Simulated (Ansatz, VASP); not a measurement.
## One calculation of Ge2Sb2Te5, two programs

```
Ge Sb Te
1.0
     4.26743    0.00000    0.00000
    -2.13371    3.69570    0.00000
     0.00000    0.00000   17.61451
Ge Sb Te
2 2 5
Cartesian
  0.0000 2.4638 15.8928
  2.1337 1.2319 1.7217
  0.0000 0.0000 12.1841
  0.0000 0.0000 5.4304
  0.0000 0.0000 0.0000
  2.1337 1.2319 14.2134
  0.0000 2.4638 3.4011
  0.0000 2.4638 10.4837
  2.1337 1.2319 7.1308
```

Alike in both runs: functional r2SCAN; k mesh 9 × 9 × 2; occupations gaussian, width 0.01 eV; no spin polarisation.

Ansatz relaxed the structure, and its values are those at the end. VASP's run is a single point on that final structure, the one shown.

|  | VASP | Ansatz |
| --- | --- | --- |
| version | VASP 6.6.1 | Ansatz 0.2.0 |
| potentials or method | VASP PAW PBE potentials, release 64 (Ge_d, Sb, Te), cutoff 520 eV | scalar-relativistic, plane waves, PAW |
| valence electrons in the cell | 68 | 138 |

|  | VASP | Ansatz | Ansatz less VASP |
| --- | --- | --- | --- |
| gap on the k mesh at the Fermi level (eV) | 0.57 | 0.56 | -0.010 |
| least direct gap on the mesh (eV) | 0.57 | 0.56 | -0.010 |
| pressure (GPa) | 0.0 | 0.0 | +0.05 |
| rms of the force components (eV/Å) | 0.008 | 0.000 | -0.0081 |

VASP's potentials were made for PBE, not for r2SCAN. With one functional, cell and mesh, what is left measures potentials, basis and numerics. VASP's potentials hold 68 valence electrons a cell and Ansatz's 138, so a difference there can come from the potentials and not from the codes.

Neither program's run includes spin-orbit coupling.
